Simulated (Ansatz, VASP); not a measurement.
# TaC in VASP and in Ansatz

```
Ta C
1.0
     0.00000    2.23768    2.23768
     2.23768    0.00000    2.23768
     2.23768    2.23768    0.00000
Ta C
1 1
Direct
  0.00000 0.00000 0.00000
  0.50000 0.50000 0.50000
```

Alike in both runs: functional PBE; k mesh 13 × 13 × 13; occupations fermi-dirac, width 0.05 eV; no spin polarisation.

Ansatz relaxed the structure, and its values are those at the end. VASP's run is a single point on that final structure, the one shown.

```csv
,VASP,Ansatz
version,VASP 6.6.1,Ansatz 0.2.0
potentials or method,"VASP PAW PBE potentials, release 64 (Ta_pv, C), cutoff 600 eV","all-electron LAPW, scalar-relativistic"
```

Ansatz gave:

* pressure (GPa): 0.0

Task: What did VASP give for the same quantities?

Result: Pressure (GPa): 0.6.

Ansatz ran all-electron here, and VASP with PAW potentials.

Neither program's run includes spin-orbit coupling.
